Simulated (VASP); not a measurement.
RbBr, 2 atoms in the cell. It takes space group Fm-3m (No. 225, cubic). The conventional cell has a = 6.988 Å, b = 6.988 Å, c = 6.988 Å, α = 90.00°, β = 90.00°, γ = 90.00°. Rb (site symmetry m-3m) has 6 Br at 3.49 Å within 4.6 Å. Within 4.6 Å of Br (site symmetry m-3m) lie 6 Rb at 3.49 Å. 

```yaml
Program: VASP 6.6.1
Task: single point
Functional: HSE06
Potentials_or_basis: VASP PAW PBE potentials, release 64 (Rb_sv, Br)
Cutoff: 520 eV
k_mesh: 4 × 4 × 4
Occupations: fermi-dirac, width 0.05 eV
Spin: no spin polarisation
Dipole_correction: no
Grid_for_exact_exchange_PRECFOCK: Normal
Further_INCAR_settings: ALGO = Normal; EDIFF = 1e-06; NBANDS = 15
Share_of_exact_exchange: 0.25
Screening_parameter: 0.2079 1/Å
```

Potentials or basis: VASP PAW PBE potentials, release 64 (Rb_sv, Br).

Command:

```bash
$ cat potpaw_PBE.64/Rb_sv/POTCAR potpaw_PBE.64/Br/POTCAR > POTCAR
$ cp INCAR.step1 INCAR
$ mpirun -np 1 vasp_std > vasp.out
$ cp INCAR.step2 INCAR
$ mpirun -np 1 vasp_std > vasp.out
```

Hardware: 1 thread of Intel(R) Xeon(R) Platinum 8259CL CPU @ 2.50GHz (Skylake/Cascade Lake) (shared host).

Question: How long does it take, and how much memory?

Answer: Run time: 7.8 min on 1 thread of Intel(R) Xeon(R) Platinum 8259CL CPU @ 2.50GHz (Skylake/Cascade Lake), on a shared host, peak memory 0.35 GiB. Counts: k points 8.
